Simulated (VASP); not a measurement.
**In: single point with LDA**

The system is In.

```
In
1.0
     2.97149    0.00000    0.00000
     0.00000    2.97149    0.00000
     0.00000    0.00000    2.97149
In
1
Direct
  0.00000 0.00000 0.00000
```

- Program: VASP 6.6.1
- Task: single point
- Functional: LDA
- Potentials or basis: VASP PAW LDA potentials, release 64 (In_d)
- Cutoff: 520 eV
- k mesh: 12 × 12 × 12
- Occupations: fermi-dirac, width 0.1 eV
- Spin: no spin polarisation
- Dipole correction: no
- Further INCAR settings: ALGO = Normal; EDIFF = 1e-06; NBANDS = 12

```json
{
  "Pressure": "0.0 GPa"
}
```

Levels at points of the mesh, in eV from the Fermi level:
```csv
k point,band 2,band 3,band 4,band 5,band 6,band 7,band 8,band 9,band 10,band 11
"(0.00, 0.00, 0.00)",-15.03,-14.14,-14.14,-14.14,-9.53,7.66,7.66,7.66,11.14,11.14
"(0.50, 0.00, 0.00)",-14.44,-14.38,-14.38,-14.12,-5.52,-3.67,10.99,10.99,13.06,13.30
"(0.50, 0.50, 0.00)",-14.70,-14.35,-14.35,-13.89,-1.38,-0.71,-0.71,4.08,14.98,15.84
"(0.50, 0.50, 0.50)",-14.71,-14.71,-13.87,-13.87,2.21,2.21,2.21,3.57,7.59,7.59
```

Run time: 9.6 s on 1 thread of Intel(R) Xeon(R) Platinum 8488C (Sapphire Rapids), with other jobs on the host, peak memory 0.14 GiB.

Caveat: spin-orbit coupling is left out, which moves the levels of the heavy elements.
